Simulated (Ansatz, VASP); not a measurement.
# Two plane-wave programs on HgTe

Contents of POSCAR:

```
HgTe
1.0
    0.0000000000      3.1800000000      3.1800000000
    3.1800000000      0.0000000000      3.1800000000
    3.1800000000      3.1800000000      0.0000000000
Hg Te
1 1
Direct
    0.0000000000      0.0000000000      0.0000000000
    0.5000000000      0.5000000000      0.5000000000
```

The input INCAR.step1:

```
PREC = Accurate
ENCUT = 520
ISMEAR = -1
SIGMA = 0.05
LREAL = F
LASPH = T
NELM = 100
NBANDS = 16
GGA = PE
ALGO = Normal
EDIFF = 1E-4
LWAVE = T
LCHARG = F
```

File INCAR.step2:

```
PREC = Accurate
ENCUT = 520
EDIFF = 1E-6
ISMEAR = -1
SIGMA = 0.05
LREAL = F
LASPH = T
NELM = 100
ALGO = Normal
ISIF = 2
LWAVE = F
LCHARG = T
METAGGA = R2SCAN
LMIXTAU = T
LELF = T
LVHAR = T
NBANDS = 16
ISTART = 1
```

File KPOINTS:

```
regular mesh
0
Gamma
  7 7 7
```

Contents of input.yaml:

```yaml
crystal:
  lattice:
    - [0.0, 3.18, 3.18]
    - [3.18, 0.0, 3.18]
    - [3.18, 3.18, 0.0]
  atoms:
    - { symbol: Hg, position: [0.0, 0.0, 0.0] }
    - { symbol: Te, position: [0.5, 0.5, 0.5] }
hamiltonian:
  xc: r2scan
  pseudopotentials: { kind: paw }
kpoints:
  mp_grid: { grid: [7, 7, 7] }
  band_path:
    path:
      - [[0.0, 0.0, 0.0], [0.5, 0.0, 0.5], [0.5, 0.25, 0.75], [0.375, 0.375, 0.75], [0.0, 0.0, 0.0], [0.5, 0.5, 0.5], [0.625, 0.25, 0.625], [0.5, 0.25, 0.75], [0.5, 0.5, 0.5], [0.375, 0.375, 0.75]]
      - [[0.625, 0.25, 0.625], [0.5, 0.0, 0.5]]
    npoints: 14
scf:
  occupations: { method: fermi_dirac, width: 0.05 }
  n_extra_bands: 6
output:
  forces: true
  stress: true
  eigenvalues: true
  fatbands: true
  write_density: true
  write_potential: true
  elf: true
  volumetric_format: npy
```

Alike in both runs: functional r2SCAN; k mesh 7 × 7 × 7; occupations fermi-dirac, width 0.05 eV; no spin polarisation.

|  | VASP | Ansatz |
| --- | --- | --- |
| version | VASP 6.6.1 | Ansatz 0.2.0 |
| potentials or method | VASP PAW PBE potentials, release 64 (Hg, Te) | Ansatz PAW |
| plane-wave cutoff (eV) | 520 | 500 |
| valence electrons in the cell | 18 | 36 |
| task | single point | band structure |

```csv
,VASP,Ansatz,Ansatz less VASP
gap on the k mesh at the Fermi level (eV),none,none,-
pressure (GPa),-4.9,-5.0,-0.08
```

VASP's potentials were made for PBE, not for r2SCAN. A gap of «none» marks a metal or a gap that the smearing closes. VASP's potentials hold 18 valence electrons a cell and Ansatz's 36, so a difference there can come from the potentials and not from the codes.

Neither program's run includes spin-orbit coupling.
